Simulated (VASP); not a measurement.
SnTe (zincblende type): single point with PBE

The system is SnTe (zincblende type).

```
CELL_PARAMETERS angstrom
0.00000 3.53266 3.53266
3.53266 0.00000 3.53266
3.53266 3.53266 0.00000
ATOMIC_POSITIONS crystal
Sn 0.00000 0.00000 0.00000
Te 0.25000 0.25000 0.25000
```

```
Program                : VASP 6.6.1
Task                   : single point
Functional             : PBE
Potentials or basis    : VASP PAW PBE potentials, release 64 (Sn_d, Te)
Cutoff                 : 520 eV
k mesh                 : 12 × 12 × 12
Occupations            : fermi-dirac, width 0.08 eV
Spin                   : no spin polarisation
Dipole correction      : no
Further INCAR settings : ALGO = Normal; EDIFF = 1e-06; NBANDS = 17
```

```yaml
Pressure: 1.7 GPa
Band_gap_on_the_k_mesh: zero (bands 10 and 11 overlap by 0.11 eV)
```

Levels at points of the mesh, in eV from the Fermi level:
```tsv
k point	band 6	band 7	band 8	band 9	band 10	band 11	band 12	band 13	band 14	band 15
(0.00, 0.00, 0.00)	-11.94	-5.04	-2.15	-2.15	-2.15	0.91	0.91	0.91	4.05	6.39
(0.50, 0.00, 0.00)	-11.31	-7.23	-2.72	-2.72	-2.17	1.75	1.75	3.61	5.60	6.44
(0.50, 0.50, 0.00)	-11.05	-7.62	-3.44	-3.44	-0.77	-0.05	4.09	4.09	5.47	6.58
```

Wall time 110 s on 1 thread of AMD EPYC 7R13, with other jobs on the host, peak memory 0.27 GiB.

Caveat: semilocal functionals underestimate gaps, so a narrow gap can read as zero; spin-orbit coupling is left out, which moves the levels of the heavy elements.
